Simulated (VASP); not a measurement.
AlNi: single point with PBE

Crystal: AlNi.

```
Al Ni
1.0
     2.89308    0.00000   -0.02893
     0.00000    2.89308    0.00000
    -0.02893    0.00000    2.89308
Al Ni
1 1
Direct
  0.00000 0.00000 0.00000
  0.50000 0.50000 0.50000
```

This cell differs from its parent crystal: strain -0.0200 x Voigt [0, 0, 0, 0, 1, 0].

- Program: VASP 6.6.1
- Task: single point
- Functional: PBE
- Potentials or basis: VASP PAW PBE potentials, release 64 (Al, Ni)
- Cutoff: 520 eV
- k mesh: 20 × 20 × 20
- Occupations: gaussian, width 0.15 eV
- Spin: no spin polarisation
- Dipole correction: no
- Further INCAR settings: ALGO = Fast; EDIFF = 1e-06; NBANDS = 14

```
Pressure               : -0.1 GPa
Band gap on the k mesh : zero (an odd number of electrons rules out a gap without spin polarisation)
```

Stress tensor (GPa, compression positive):
```
-0.14  0.00  2.31
 0.00 -0.11  0.00
 2.31  0.00 -0.14
```

Levels at points of the mesh, in eV from the Fermi level:
| k point | band 5 | band 6 | band 7 | band 8 | band 9 | band 10 |
| --- | --- | --- | --- | --- | --- | --- |
| (0.00, 0.00, 0.00) | -1.51 | -1.49 | 5.38 | 5.45 | 5.52 | 8.09 |
| (0.50, 0.00, 0.00) | -2.20 | -1.43 | -0.63 | 8.24 | 9.96 | 9.98 |
| (0.00, 0.50, 0.00) | -2.17 | -1.43 | -0.64 | 8.27 | 9.90 | 10.03 |
| (0.50, 0.50, 0.00) | -2.03 | -2.03 | -0.99 | 1.46 | 2.41 | 12.10 |
| (0.50, 0.00, 0.50) | -2.05 | -2.02 | -1.00 | 1.45 | 2.44 | 12.13 |
| (0.50, 0.50, 0.50) | -0.97 | 1.89 | 1.99 | 2.16 | 3.61 | 4.28 |

Wall time 7.7 min on 1 thread of Intel Xeon 8259CL (shared host), peak memory 0.51 GiB.

Caveat: the cell differs from its parent crystal (strain -0.0200 x Voigt [0, 0, 0, 0, 1, 0]). Spin polarisation is off, so any magnetic state and its effect on volume and gap are missing.
